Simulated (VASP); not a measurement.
Input of a VASP 6.6.1 run:

The input INCAR:

```
  PREC = Accurate
  ENCUT = 520
  EDIFF = 1E-6
  ISMEAR = -1
  SIGMA = 0.1
  LREAL = False
  LASPH = True
  NELM = 100
  ALGO = Normal
  ISIF = 2
  LWAVE = False
  LCHARG = False
  GGA = RP
  NBANDS = 10
```

Contents of KPOINTS:

```
regular mesh
0
Gamma
  14 14 14
```

File POSCAR:

```
Ir
1.0
    2.6191386125      0.0000000000      0.0000000000
    0.0000000000      2.6191386125      0.0000000000
    0.0000000000      0.0000000000      2.6191386125
Ir
1
Direct
    0.0000000000      0.0000000000      0.0000000000
```

Potentials or basis: VASP PAW PBE potentials, release 64 (Ir).

Launch:

```bash
$ cat potpaw_PBE.64/Ir/POTCAR > POTCAR
$ mpirun -np 1 vasp_std > vasp.out
```

Q: Predict the pressure.

A: -8.5 GPa.

Caveat: the PAW data sets were made with another functional, which shifts forces and pressure a little.
